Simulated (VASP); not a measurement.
Wanted: the native input for a VASP 6.6.1 run.

```
Task                               : single point
Functional                         : HSE06
Potentials or basis                : VASP PAW PBE potentials, release 64 (Ba_sv, S)
Cutoff                             : 520 eV
k mesh                             : 4 × 4 × 4
Occupations                        : methfessel-paxton, width 0.05 eV
Spin                               : no spin polarisation
Dipole correction                  : no
Grid for exact exchange (PRECFOCK) : Normal
Further INCAR settings             : ALGO = Normal; EDIFF = 1e-07; NBANDS = 15
Screening parameter                : 0.2079 1/Å
```

Crystal: BaS.

```
Ba S
1.0
     3.83376    0.00000    0.00000
     0.00000    3.83376    0.00000
     0.00000    0.00000    3.83376
Ba S
1 1
Direct
  0.00000 0.00000 0.00000
  0.50000 0.50000 0.50000
```

One way to write it, as run:

POSCAR

```
BaS
1.0
    3.8337582655      0.0000000000      0.0000000000
    0.0000000000      3.8337582655      0.0000000000
    0.0000000000      0.0000000000      3.8337582655
Ba S
1 1
Direct
    0.0000000000      0.0000000000      0.0000000000
    0.5000000000      0.5000000000      0.5000000000
```

INCAR.step1

```
SYSTEM = BaS
ALGO     = Normal         ! electronic algorithm
EDIFF    = 1E-5           ! SCF threshold, eV
ENCUT    = 520            ! plane-wave cutoff, eV
GGA      = PE             ! functional
ISIF     = 2              ! what is computed and relaxed
ISMEAR   = 1              ! smearing method
LASPH    = .True.         ! aspherical terms in the spheres
LCHARG   = .False.        ! write CHGCAR
LREAL    = .False.        ! projectors in reciprocal space
LWAVE    = .True.         ! write WAVECAR
NBANDS   = 15             ! bands
NELM     = 60             ! most SCF steps
PREC     = Accurate       ! precision mode
SIGMA    = 0.05           ! smearing width, eV
```

INCAR.step2

```
SYSTEM = BaS
ALGO     = Normal         ! electronic algorithm
EDIFF    = 1E-7           ! SCF threshold, eV
ENCUT    = 520            ! plane-wave cutoff, eV
GGA      = PE             ! functional
HFSCREEN = 0.2079         ! screening, 1/A
ISIF     = 2              ! what is computed and relaxed
ISMEAR   = 1              ! smearing method
ISTART   = 1            
LASPH    = .True.         ! aspherical terms in the spheres
LCHARG   = .False.        ! write CHGCAR
LHFCALC  = .True.         ! exact exchange
LREAL    = .False.        ! projectors in reciprocal space
LWAVE    = .False.        ! write WAVECAR
NBANDS   = 15             ! bands
NELM     = 60             ! most SCF steps
PREC     = Accurate       ! precision mode
PRECFOCK = Normal       
SIGMA    = 0.05           ! smearing width, eV
```

KPOINTS

```
k-points
0
Gamma
  4 4 4
  0 0 0
```

Potentials or basis: VASP PAW PBE potentials, release 64 (Ba_sv, S).

Run with:

```bash
$ cat potpaw_PBE.64/Ba_sv/POTCAR potpaw_PBE.64/S/POTCAR > POTCAR
$ cp INCAR.step1 INCAR
$ mpirun -np 1 vasp_std > vasp.out
$ cp INCAR.step2 INCAR
$ mpirun -np 1 vasp_std > vasp.out
```

It gave:

| Quantity | Value |
| --- | --- |
| Pressure | 0.5 GPa |
| Band gap on the k mesh | 2.34 eV, indirect (least direct gap 2.46 eV) |

Caveat: the PAW data sets were made with another functional, which shifts forces and pressure a little; spin-orbit coupling is left out, which moves the levels of the heavy elements.

Run time: 4.3 min on 1 thread of Intel(R) Xeon(R) Platinum 8559C (Emerald Rapids) (shared host), peak memory 0.27 GiB.
